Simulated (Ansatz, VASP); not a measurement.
Os in VASP and in Ansatz

The input INCAR:

```
PREC     = Accurate       # precision mode
ENCUT    = 600            # plane-wave cutoff, eV
EDIFF    = 1E-6           # SCF threshold, eV
ISMEAR   = -1             # smearing method
SIGMA    = 0.05           # smearing width, eV
LREAL    = F              # projectors in reciprocal space
LASPH    = T              # aspherical terms in the spheres
NELM     = 100            # most SCF steps
ALGO     = Normal         # electronic algorithm
ISIF     = 3              # what is computed and relaxed
LWAVE    = F              # write WAVECAR
LCHARG   = F              # write CHGCAR
GGA      = PS             # functional
IBRION   = 2              # ionic algorithm
NSW      = 60             # ionic steps
EDIFFG   = -0.005         # ionic threshold
```

Contents of KPOINTS:

```
Automatic mesh
0
Gamma
  16 16 9
```

POSCAR

```
Os
1.0
    2.7056433462      0.0000000000      0.0000000000
   -1.3528216731      2.3431558714      0.0000000000
    0.0000000000      0.0000000000      4.3831422208
Os
2
Direct
    0.3333333333      0.6666666667      0.2500000000
    0.6666666667      0.3333333333      0.7500000000
```

Input for Ansatz:

```yaml
crystal:
  lattice:
    - [2.7056433462, 0.0, 0.0]
    - [-1.3528216731, 2.3431558714, 0.0]
    - [0.0, 0.0, 4.3831422208]
  atoms:
    - { symbol: Os, position: [0.3333333333, 0.6666666667, 0.25] }
    - { symbol: Os, position: [0.6666666667, 0.3333333333, 0.75] }
kpoints:
  mp_grid: { grid: [16, 16, 9] }
scf:
  occupations: { method: fermi_dirac, width: 0.05 }
hamiltonian:
  xc: pbesol
  pseudopotentials: { kind: paw }
output:
  forces: true
  stress: true
  write_density: true
  write_potential: true
  elf: true
  volumetric_format: npy
relax:
  f_tol: 0.005
  max_steps: 40
  cell: {}
```

Alike in both runs: task relaxation of cell and atoms; functional PBEsol; k mesh 16 × 16 × 9; occupations fermi-dirac, width 0.05 eV; no spin polarisation.

|  | VASP | Ansatz |
| --- | --- | --- |
| version | VASP 6.6.1 | Ansatz 0.2.0 |
| potentials or method | VASP PAW PBE potentials, release 64 (Os) | PAW with Ansatz's default frozen-core files, scalar-relativistic |
| plane-wave cutoff (eV) | 600 | 420 |
| valence electrons in the cell | 16 | 32 |

|  | VASP | Ansatz | Ansatz less VASP |
| --- | --- | --- | --- |
| relaxed volume (Å³/atom) | 13.91 | 13.89 | -0.020 |
| relaxed cell length with the largest relative difference (Å) | 2.730 | 2.728 | -0.0014 |

VASP's potentials were made for PBE, not for PBEsol. VASP's potentials hold 16 valence electrons a cell and Ansatz's 32, so a difference there can come from the potentials and not from the codes.

Neither program's run includes spin-orbit coupling.
